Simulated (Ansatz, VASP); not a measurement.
## AgCl: VASP beside Ansatz

The input INCAR:

```
SYSTEM = AgCl
PREC     = Accurate       ! precision mode
ENCUT    = 500            ! plane-wave cutoff, eV
EDIFF    = 1E-6           ! SCF threshold, eV
ISMEAR   = 0              ! smearing method
SIGMA    = 0.02           ! smearing width, eV
LREAL    = .False.        ! projectors in reciprocal space
LASPH    = .True.         ! aspherical terms in the spheres
NELM     = 120            ! most SCF steps
ALGO     = Normal         ! electronic algorithm
ISIF     = 2              ! what is computed and relaxed
LWAVE    = .False.        ! write WAVECAR
LCHARG   = .False.        ! write CHGCAR
GGA      = PE             ! functional
NBANDS   = 16             ! bands
GGA_COMPAT= .False.
```

Contents of KPOINTS:

```
Automatic mesh
0
Gamma
  8 8 8
  0 0 0
```

Contents of POSCAR:

```
AgCl
1.0
    0.0000000000      2.8958986724      2.8958986724
    2.8958986724      0.0000000000      2.8958986724
    2.8958986724      2.8958986724      0.0000000000
Ag Cl
1 1
Direct
    0.0000000000      0.0000000000      0.0000000000
    0.5000000000      0.5000000000      0.5000000000
```

Input for Ansatz:

```yaml
crystal:
  lattice:
    - [0.0, 2.8958986724, 2.8958986724]
    - [2.8958986724, 0.0, 2.8958986724]
    - [2.8958986724, 2.8958986724, 0.0]
  atoms:
    - { symbol: Ag, position: [0.0, 0.0, 0.0] }
    - { symbol: Cl, position: [0.5, 0.5, 0.5] }
basis:
  ecutwfc: 420
kpoints:
  mp_grid: { grid: [8, 8, 8] }
hamiltonian:
  xc: pbe
scf:
  occupations: { method: gaussian, width: 0.02 }
output:
  forces: true
  stress: true
  eigenvalues: true
```

Alike in both runs: task single point; functional PBE; k mesh 8 × 8 × 8; occupations gaussian, width 0.02 eV; no spin polarisation.

```csv
,VASP,Ansatz
version,VASP 6.6.1,Ansatz 0.2.0
potentials or method,"VASP PAW PBE potentials, release 64 (Ag, Cl), cutoff 500 eV","scalar-relativistic, plane waves, PAW"
valence electrons in the cell,18,26
```

Ansatz gave:

```
gap on the k mesh at the Fermi level (eV) : 0.98
least direct gap on the mesh (eV)         : 2.78
pressure (GPa)                            : -3.1
```

Problem. Which values does VASP return?

Solution. gap on the k mesh at the Fermi level (eV): 0.97; least direct gap on the mesh (eV): 2.78; pressure (GPa): -3.2.

VASP's potentials hold 18 valence electrons a cell and Ansatz's 26, so a difference there can come from the potentials and not from the codes.
